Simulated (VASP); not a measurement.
# As (Fm-3m) in VASP: further runs, part 2 of 2

VASP 6.6.1.

### 3 Single point, PBE

Input file INCAR:

```
SYSTEM = As
PREC = Accurate
ENCUT = 520
EDIFF = 1E-7
ISMEAR = -1
SIGMA = 0.05
LREAL = .FALSE.
LASPH = .TRUE.
NELM = 60
ALGO = Normal
ISIF = 2
LWAVE = .FALSE.
LCHARG = .TRUE.
GGA = PE
LELF = .TRUE.
LVHAR = .TRUE.
NBANDS = 8
```

Input file KPOINTS:

```
regular mesh
0
G
  17 17 17
  0 0 0
```

Input file POSCAR:

```
As
1.0
    0.0000000000      2.1304909828      2.1304909828
    2.1304909828      0.0000000000      2.1304909828
    2.1304909828      2.1304909828      0.0000000000
As
1
Direct
    0.0000000000      0.0000000000      0.0000000000
```

Potentials or basis: VASP PAW PBE potentials, release 64 (As).

The run is started by

```console
$ cat potpaw_PBE.64/As/POTCAR > POTCAR
$ mpirun -np 1 vasp_std > vasp.out
```

OUTCAR:

```text
SYSTEM = As
   PREC = Accurate
   ENCUT = 520
   EDIFF = 1E-7
   ISMEAR = -1
   LREAL = .FALSE.
   LASPH = .TRUE.
   NELM = 60
   ISIF = 2
   GGA = PE

 ion  position               nearest neighbor table
   1  0.000  0.000  0.000-

  LATTYP: Found a face centered cubic cell.
 ALAT       =     4.2609819656

  Lattice vectors:

 A1 = (   0.0000000000,   2.1304909828,   2.1304909828)
 A2 = (   2.1304909828,   0.0000000000,   2.1304909828)
 A3 = (   2.1304909828,   2.1304909828,   0.0000000000)

Analysis of symmetry for initial positions (statically):
=====================================================================
 Subroutine PRICEL returns:
 Original cell was already a primitive cell.

 Routine SETGRP: Setting up the symmetry group for a
 face centered cubic supercell.

 Subroutine GETGRP returns: Found 48 space group operations
 (whereof 48 operations were pure point group operations)
 out of a pool of 48 trial point group operations.

The static configuration has the point symmetry O_h .

Analysis of symmetry for dynamics (positions and initial velocities):
=====================================================================
 Subroutine PRICEL returns:
 Original cell was already a primitive cell.

 Routine SETGRP: Setting up the symmetry group for a
 face centered cubic supercell.

 Subroutine GETGRP returns: Found 48 space group operations
 (whereof 48 operations were pure point group operations)
 out of a pool of 48 trial point group operations.

The dynamic configuration has the point symmetry O_h .

 Subroutine INISYM returns: Found 48 space group operations
 (whereof 48 operations are pure point group operations),
 and found     1 'primitive' translations

----------------------------------------------------------------------------------------

                                     Primitive cell

  volume of cell :      19.3406

  direct lattice vectors                    reciprocal lattice vectors
     0.000000000  2.130490983  2.130490983    -0.234687687  0.234687687  0.234687687
     2.130490983  0.000000000  2.130490983     0.234687687 -0.234687687  0.234687687
     2.130490983  2.130490983  0.000000000     0.234687687  0.234687687 -0.234687687

  length of vectors
     3.012969242  3.012969242  3.012969242     0.406490997  0.406490997  0.406490997

  position of ions in fractional coordinates (direct lattice)
     0.000000000  0.000000000  0.000000000

  ion indices of the primitive-cell ions
   primitive index   ion index
                 1           1

----------------------------------------------------------------------------------------

 KPOINTS: regular mesh

Automatic generation of k-mesh.
 Grid dimensions read from file:
 generate k-points for:   17   17   17

 Generating k-lattice:

  Cartesian coordinates                     Fractional coordinates (reciprocal lattice)
    -0.013805158  0.013805158  0.013805158     0.058823529  0.000000000  0.000000000
     0.013805158 -0.013805158  0.013805158     0.000000000  0.058823529  0.000000000
     0.013805158  0.013805158 -0.013805158     0.000000000  0.000000000  0.058823529

  Length of vectors
     0.023911235  0.023911235  0.023911235

  Shift w.r.t. Gamma in fractional coordinates (k-lattice)
     0.000000000  0.000000000  0.000000000

 Subroutine IBZKPT returns following result:
 ===========================================

 Found    165 irreducible k-points:

 Following reciprocal coordinates:
            Coordinates               Weight
  0.000000  0.000000  0.000000      1.000000
  0.058824  0.000000  0.000000      8.000000
  0.117647  0.000000  0.000000      8.000000
  0.176471  0.000000  0.000000      8.000000
  0.235294  0.000000  0.000000      8.000000
  0.294118  0.000000  0.000000      8.000000
[... 16 lines left out ...]
 -0.176471  0.058824  0.000000     24.000000
 -0.117647  0.058824  0.000000     24.000000
 [... further k-points ...]
   k-points           NKPTS =    165   k-points in BZ     NKDIM =    165   number of bands    NBANDS=      8
   number of dos      NEDOS =    301   number of ions     NIONS =      1
   total plane-waves  NPLWV =  13824
   dimension x,y,z NGX =    24 NGY =   24 NGZ =   24
   dimension x,y,z NGXF=    48 NGYF=   48 NGZF=   48
   ions per type =               1
   NGX,Y,Z   is equivalent  to a cutoff of  13.24, 13.24, 13.24 a.u.
   NGXF,Y,Z  is equivalent  to a cutoff of  26.48, 26.48, 26.48 a.u.
 SYSTEM =  As
   PREC   = accura    normal or accurate (medium, high low for compatibility)
   ISTART =      0    job   : 0-new  1-cont  2-samecut
   ICHARG =      2    charge: 1-file 2-atom 10-const
   ISPIN  =      1    spin polarized calculation?
   LNONCOLLINEAR =      F non collinear calculations
   LSORBIT =      F    spin-orbit coupling
   LASPH  =      T    aspherical Exc in radial PAW
   ENCUT  =  520.0 eV  38.22 Ry    6.18 a.u.   5.60  5.60  5.60*2*pi/ulx,y,z
   NELM   =     60;   NELMIN=  2; NELMDL= -5     # of ELM steps
   EDIFF  = 0.1E-06   stopping-criterion for ELM
   LREAL  =      F    real-space projection
   EDIFFG = 0.1E-05   stopping-criterion for IOM
   NSW    =      0    number of steps for IOM
   IBRION =     -1    ionic relax: 0-MD 1-quasi-New 2-CG
   NFREE  =      0    steps in history (QN), initial steepest desc. (CG)
   ISIF   =      2    stress and relaxation
   ISYM   =      2    0-nonsym 1-usesym 2-fastsym
   POTIM  = 0.5000    time-step for ionic-motion
   TEBEG  =    0.0;   TEEND  =   0.0 temperature during run
   PSTRESS=    0.0 pullay stress
   NELECT =       5.0000    total number of electrons
   NUPDOWN=      -1.0000    fix difference up-down
   EMIN   =  10.00;   EMAX   =-10.00  energy-range for DOS
   EFERMI =   0.00;   METHOD = LEGACY
   ISMEAR =    -1;   SIGMA  =   0.05  broadening in eV -4-tet -1-fermi 0-gaus
   EFERMI_NEDOS =   21; number of points for ismear=-14 and -15
   IALGO  =     38    algorithm
   IMIX   =      4    mixing-type and parameters
     AMIX     =   0.40;   BMIX     =  1.00
     AMIX_MAG =   1.60;   BMIX_MAG =  1.00
  volume/ion in A,a.u.               =      19.34       130.52
  Fermi-wavevector in a.u.,A,eV,Ry     =   1.042898  1.970791 14.798187  1.087636
  Thomas-Fermi vector in A             =   2.177583
   LORBIT       =      0    0 simple, 1 ext, 2 COOP (PROOUT), +10 PAW based schemes
   GGA     = PE    functional components
   LHFCALC =     F    Hartree Fock is set to
   AEXX    =    0.0000 exact exchange contribution
   IVDW    =     0    specifies the selected vdW correction
   LEPSILON=     F    determine dielectric tensor
   LRPA    =     F    only Hartree local field effects (RPA)
 non-spin polarized calculation
  energy-cutoff  :      520.00
  volume of cell :       19.34
 maximum number of plane-waves:       534
   NGX = 11   NGY = 11   NGZ = 11

 number of electron       5.0000001 magnetization

 Free energy of the ion-electron system (eV)
  ---------------------------------------------------
  ext. energy  EPLUGINS =         0.00000000
  ---------------------------------------------------
  free energy    TOTEN  =        -4.12847306 eV

  energy without entropy =       -4.12290796  energy(sigma->0) =       -4.12569051

 E-fermi :   6.4272     XC(G=0): -10.7081

 val. band max:        6.4129118734   @ k =   0.4706   0.2353   0.1176
 cond. band min:       6.4500947176   @ k =   0.4118   0.2941   0.0000
 fundamental gap:      0.0371828443
 Fermi energy:         6.4271626107

 k-point     1 :       0.0000    0.0000    0.0000
  band No.  band energies     occupation
      1      -8.6400      2.00000
      2      12.0105      0.00000
      3      12.0105      0.00000
      4      12.0105      0.00000
      5      18.6668      0.00000
      6      18.6668      0.00000
      7      18.6668      0.00000
      8      20.2004      0.00000
[... 243 lines left out ...]
 k-point    24 :      -0.1176    0.0588    0.0000
  band No.  band energies     occupation
      1      -8.1346      2.00000
      2       9.0953      0.00000
      3      10.7021      0.00000
      4      11.9030      0.00000
      5      17.6326      0.00000
      6      19.1874      0.00000
      7      19.6035      0.00000
      8      21.5024      0.00000

 [... further k-points ...]

------------------------ aborting loop because EDIFF is reached ----------------------------------------

  FORCE on cell =-STRESS in cart. coord.  units (eV):
  Direction    XX          YY          ZZ          XY          YZ          ZX
  --------------------------------------------------------------------------------------
  -------------------------------------------------------------------------------------
  Total        0.0037596      0.0037596      0.0037596     -0.0000000     -0.0000000      0.0000000
  in kB        0.3114497      0.3114497      0.3114497     -0.0000000     -0.0000000      0.0000000
  external PRESSURE =       0.3114497 kB  Pullay stress =       0.0000000 kB

 VOLUME and BASIS-vectors are now :
 -----------------------------------------------------------------------------
  energy-cutoff  :      520.00
  volume of cell :       19.34
      direct lattice vectors                 reciprocal lattice vectors
     0.000000000  2.130490983  2.130490983    -0.234687687  0.234687687  0.234687687
     2.130490983  0.000000000  2.130490983     0.234687687 -0.234687687  0.234687687
     2.130490983  2.130490983  0.000000000     0.234687687  0.234687687 -0.234687687

 POSITION                                       TOTAL-FORCE (eV/Angst)
 -----------------------------------------------------------------------------------
      0.00000      0.00000      0.00000         0.000000      0.000000      0.000000
 -----------------------------------------------------------------------------------
    total drift:                                0.000000     -0.000000      0.000000

  FREE ENERGIE OF THE ION-ELECTRON SYSTEM (eV)
  ---------------------------------------------------
  free  energy   TOTEN  =        -4.1284730602 eV

  energy  without entropy=       -4.1229079647  energy(sigma->0) =       -4.12569051
```

stdout:

```text
POSCAR found type information on POSCAR As
 POSCAR found :  1 types and       1 ions
 scaLAPACK will be used
 LDA part: xc-table for (Slater+PW92), standard interpolation
 POSCAR, INCAR and KPOINTS ok, starting setup
 FFT: planning ... GRIDC
 FFT: planning ... GRID_SOFT
 FFT: planning ... GRID
 WAVECAR not read
 entering main loop
```

Run time: 20 s. Hardware: 1 thread of Intel Xeon 8259CL, shared host; peak memory 0.15 GiB.

What came out:

```
Free energy            : -4.1285 eV
Pressure               : 0.0 GPa
Band gap on the k mesh : zero (an odd number of electrons rules out a gap without spin polarisation)
```

Levels at points of the mesh, in eV from the Fermi level:
```csv
k point,band 1,band 2,band 3,band 4,band 5,band 6
"(0.00, 0.00, 0.00)",-15.07,5.58,5.58,5.58,12.24,12.24
```

### 4 Single point, PBE

This run uses another cell than the first one, of 19.40 Å³/atom.

Input file INCAR:

```
SYSTEM = As
PREC     = Accurate       ! precision mode
ENCUT    = 520            ! plane-wave cutoff, eV
EDIFF    = 1E-6           ! SCF threshold, eV
ISMEAR   = -1             ! smearing method
SIGMA    = 0.05           ! smearing width, eV
LREAL    = .FALSE.        ! projectors in reciprocal space
LASPH    = .TRUE.         ! aspherical terms in the spheres
NELM     = 60             ! most SCF steps
ALGO     = Normal         ! electronic algorithm
ISIF     = 2              ! what is computed and relaxed
LWAVE    = .FALSE.        ! write WAVECAR
LCHARG   = .FALSE.        ! write CHGCAR
GGA      = PE             ! functional
NBANDS   = 8              ! bands
```

KPOINTS is that of step 3.

Input file POSCAR:

```
As
1.0
    0.0000000000      2.1328497310      2.1328497310
    2.1328497310      0.0000000000      2.1328497310
    2.1328497310      2.1328497310      0.0000000000
As
1
Direct
    0.0000000000      0.0000000000      0.0000000000
```

Potentials or basis: VASP PAW PBE potentials, release 64 (As).

The run is started by

```console
$ cat potpaw_PBE.64/As/POTCAR > POTCAR
$ mpirun -np 1 vasp_std > vasp.out
```

OUTCAR:

```text
SYSTEM = As
   PREC = Accurate
   ENCUT = 520
   EDIFF = 1E-6
   ISMEAR = -1
   LREAL = .FALSE.
   LASPH = .TRUE.
   NELM = 60
   ISIF = 2
   GGA = PE

 ion  position               nearest neighbor table
   1  0.000  0.000  0.000-

  LATTYP: Found a face centered cubic cell.
 ALAT       =     4.2656994620

  Lattice vectors:

 A1 = (   0.0000000000,   2.1328497310,   2.1328497310)
 A2 = (   2.1328497310,   0.0000000000,   2.1328497310)
[... 442 lines left out ...]
      8      21.4305      0.00000

 [... further k-points ...]

------------------------ aborting loop because EDIFF is reached ----------------------------------------

  FORCE on cell =-STRESS in cart. coord.  units (eV):
  Direction    XX          YY          ZZ          XY          YZ          ZX
  --------------------------------------------------------------------------------------
  -------------------------------------------------------------------------------------
  Total       -0.0280858     -0.0280858     -0.0280858      0.0000000     -0.0000000      0.0000000
  in kB       -2.3189239     -2.3189239     -2.3189239      0.0000000     -0.0000000      0.0000000
  external PRESSURE =      -2.3189239 kB  Pullay stress =       0.0000000 kB

 VOLUME and BASIS-vectors are now :
 -----------------------------------------------------------------------------
  energy-cutoff  :      520.00
  volume of cell :       19.40
      direct lattice vectors                 reciprocal lattice vectors
     0.000000000  2.132849731  2.132849731    -0.234428142  0.234428142  0.234428142
     2.132849731  0.000000000  2.132849731     0.234428142 -0.234428142  0.234428142
     2.132849731  2.132849731  0.000000000     0.234428142  0.234428142 -0.234428142

 POSITION                                       TOTAL-FORCE (eV/Angst)
 -----------------------------------------------------------------------------------
      0.00000      0.00000      0.00000         0.000000      0.000000      0.000000
 -----------------------------------------------------------------------------------
    total drift:                               -0.000000      0.000000     -0.000000

  FREE ENERGIE OF THE ION-ELECTRON SYSTEM (eV)
  ---------------------------------------------------
  free  energy   TOTEN  =        -4.1284366871 eV

  energy  without entropy=       -4.1228883941  energy(sigma->0) =       -4.12566254
```

OSZICAR:

```text
N       E                     dE             d eps       ncg     rms          rms(c)
DAV:   1     0.247720950766E+01    0.24772E+01   -0.21408E+03  2656   0.474E+02
DAV:   2    -0.406781121371E+01   -0.65450E+01   -0.63218E+01  3696   0.496E+01
DAV:   3    -0.413348706769E+01   -0.65676E-01   -0.65249E-01  3152   0.517E+00
DAV:   4    -0.413352703246E+01   -0.39965E-04   -0.39965E-04  4056   0.147E-01
DAV:   5    -0.413352704406E+01   -0.11594E-07   -0.11764E-07  3168   0.167E-03    0.187E+00
DAV:   6    -0.412998093644E+01    0.35461E-02   -0.24485E-03  3136   0.255E-01    0.109E+00
DAV:   7    -0.412842455354E+01    0.15564E-02   -0.46234E-03  2976   0.353E-01    0.468E-02
DAV:   8    -0.412843676660E+01   -0.12213E-04   -0.49834E-05  3272   0.536E-02    0.634E-03
DAV:   9    -0.412843668708E+01    0.79518E-07   -0.39036E-07  3744   0.483E-03
   1 F= -.41284367E+01 E0= -.41256625E+01  d E =-.554829E-02
```

Wall time 25 s (1 thread of Intel Xeon 8259CL, shared host); peak memory 0.15 GiB.

What came out:

* Free energy: -4.1284 eV
* Pressure: -0.2 GPa
* Band gap on the k mesh: zero (an odd number of electrons rules out a gap without spin polarisation)

### 5 Overview

| task | cell | cutoff (eV) | gap on the mesh (eV) | pressure (GPa) |
| --- | --- | --- | --- | --- |
| relaxation of cell and atoms | relaxed from a = 3.013 Å, angles 60.0°, 1 atom | 600 | none | 0.0 |
| single point | a = 3.013 Å, angles 60.0°, 1 atom | 520 | none | 0.0 |
| single point | a = 3.016 Å, angles 60.0°, 1 atom | 520 | none | -0.2 |

Alike in all rows: level PBE; potentials or basis VASP PAW PBE potentials, release 64 (As); no spin polarisation; k mesh 17 × 17 × 17; smearing fermi-dirac 0.05 eV.

Caveats: the relaxation stopped at its first step, so nothing moved (at least some runs).

Total energies depend on the potentials used, so only differences within one code and one set of settings carry meaning.
